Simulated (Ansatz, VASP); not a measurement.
**Sn: VASP beside Ansatz**

File INCAR:

```
SYSTEM = Sn
ALGO = Normal
EDIFF = 1E-6
ENCUT = 520
GGA = CA
ISIF = 2
ISMEAR = -1
LASPH = .True.
LCHARG = .False.
LREAL = .False.
LWAVE = .False.
NBANDS = 13
NELM = 60
PREC = Accurate
SIGMA = 0.08
```

File KPOINTS:

```
k-points
0
Gamma
  16 16 16
  0 0 0
```

Contents of POSCAR:

```
Sn
1.0
   -1.6412354229      1.6412354229      1.6412354229
    1.6412354229     -1.6412354229      1.6412354229
    1.6412354229      1.6412354229     -1.6412354229
Sn
1
Direct
    0.0000000000      0.0000000000      0.0000000000
```

Input for Ansatz:

```yaml
crystal:
  lattice:
    - [-1.6412354229, 1.6412354229, 1.6412354229]
    - [1.6412354229, -1.6412354229, 1.6412354229]
    - [1.6412354229, 1.6412354229, -1.6412354229]
  atoms:
    - { symbol: Sn, position: [0.0, 0.0, 0.0] }
kpoints:
  mp_grid: { grid: [16, 16, 16] }
scf:
  occupations: { method: fermi_dirac, width: 0.08 }
hamiltonian:
  xc: lda
  pseudopotentials: { kind: paw }
output:
  forces: true
  stress: true
  eigenvalues: true
  write_density: true
  write_potential: true
  elf: true
  volumetric_format: npy
```

Change from the starting cell: volume scaled by 0.692, to set the pressure.

Alike in both runs: task single point; functional LDA; k mesh 16 × 16 × 16; occupations fermi-dirac, width 0.08 eV; no spin polarisation.

|  | VASP | Ansatz |
| --- | --- | --- |
| version | VASP 6.6.1 | Ansatz 0.2.0 |
| potentials or method | VASP PAW LDA potentials, release 64 (Sn_d) | PAW with Ansatz's default frozen-core files, scalar-relativistic |
| plane-wave cutoff (eV) | 520 | 420 |
| valence electrons in the cell | 14 | 14 |

```csv
,VASP,Ansatz,Ansatz less VASP
pressure (GPa),52.7,52.3,-0.41
```

LDA's correlation is that of Perdew and Zunger in VASP and of Perdew and Wang (1992) in Ansatz. Both programs put the cell under a high pressure, so it lies far from rest at this level.
